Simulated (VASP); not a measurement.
Here is a VASP 6.6.1 calculation.

The input INCAR:

```
PREC = Accurate
ENCUT = 520
EDIFF = 1E-6
ISMEAR = -1
SIGMA = 0.01
LREAL = Auto
LASPH = T
NELM = 100
ALGO = Normal
ISIF = 2
LWAVE = F
LCHARG = F
GGA = PE
NBANDS = 130
LUSENCCL = F
```

The input KPOINTS:

```
regular mesh
0
Gamma
  4 3 2
```

POSCAR

```
ScB23N24
1.0
    0.0000000000      6.9906316600      4.3321824800
    3.7548963000      0.0000000000      6.4982737200
    5.0065284000     13.9812633200      0.0000000000
Sc B N
1 23 24
Direct
    0.0000243250      0.0000162167      0.2499878375
    0.0000243250      0.0000162167      0.4999878375
    0.0000243250      0.0000162167      0.7499878375
    0.0000243250      0.0000162167      0.9999878375
    0.0000243250      0.3333495500      0.2499878375
    0.0000243250      0.3333495500      0.4999878375
    0.0000243250      0.3333495500      0.7499878375
    0.0000243250      0.3333495500      0.9999878375
    0.0000243250      0.6666828833      0.2499878375
    0.0000243250      0.6666828833      0.4999878375
    0.0000243250      0.6666828833      0.7499878375
    0.0000243250      0.6666828833      0.9999878375
    0.5000243250      0.0000162167      0.2499878375
    0.5000243250      0.0000162167      0.4999878375
    0.5000243250      0.0000162167      0.7499878375
    0.5000243250      0.0000162167      0.9999878375
    0.5000243250      0.3333495500      0.2499878375
    0.5000243250      0.3333495500      0.4999878375
    0.5000243250      0.3333495500      0.7499878375
    0.5000243250      0.3333495500      0.9999878375
    0.5000243250      0.6666828833      0.2499878375
    0.5000243250      0.6666828833      0.4999878375
    0.5000243250      0.6666828833      0.7499878375
    0.5000243250      0.6666828833      0.9999878375
    0.3333256700      0.2222171133      0.0833371650
    0.3333256700      0.2222171133      0.3333371650
    0.3333256700      0.2222171133      0.5833371650
    0.3333256700      0.2222171133      0.8333371650
    0.3333256700      0.5555504467      0.0833371650
    0.3333256700      0.5555504467      0.3333371650
    0.3333256700      0.5555504467      0.5833371650
    0.3333256700      0.5555504467      0.8333371650
    0.3333256700      0.8888837800      0.0833371650
    0.3333256700      0.8888837800      0.3333371650
    0.3333256700      0.8888837800      0.5833371650
    0.3333256700      0.8888837800      0.8333371650
    0.8333256700      0.2222171133      0.0833371650
    0.8333256700      0.2222171133      0.3333371650
    0.8333256700      0.2222171133      0.5833371650
    0.8333256700      0.2222171133      0.8333371650
    0.8333256700      0.5555504467      0.0833371650
    0.8333256700      0.5555504467      0.3333371650
    0.8333256700      0.5555504467      0.5833371650
    0.8333256700      0.5555504467      0.8333371650
    0.8333256700      0.8888837800      0.0833371650
    0.8333256700      0.8888837800      0.3333371650
    0.8333256700      0.8888837800      0.5833371650
    0.8333256700      0.8888837800      0.8333371650
```

Potentials or basis: VASP PAW PBE potentials, release 64 (Sc_sv, B, N).

The run is started by

```sh
$ cat potpaw_PBE.64/Sc_sv/POTCAR potpaw_PBE.64/B/POTCAR potpaw_PBE.64/N/POTCAR > POTCAR
$ mpirun -np 1 vasp_std > vasp.out
```

Task: Predict the band gap on the k mesh.

Result: 1.92 eV.

Task: What does it give for the largest force?

Result: 31.738 eV/Å.

Stress tensor (GPa, compression positive):
```
31.97  0.00 -0.01
 0.00  1.44  0.00
-0.01  0.00 31.96
```

Caveat: atoms lie so close that the PAW spheres overlap strongly, which falsifies energies and pressures.
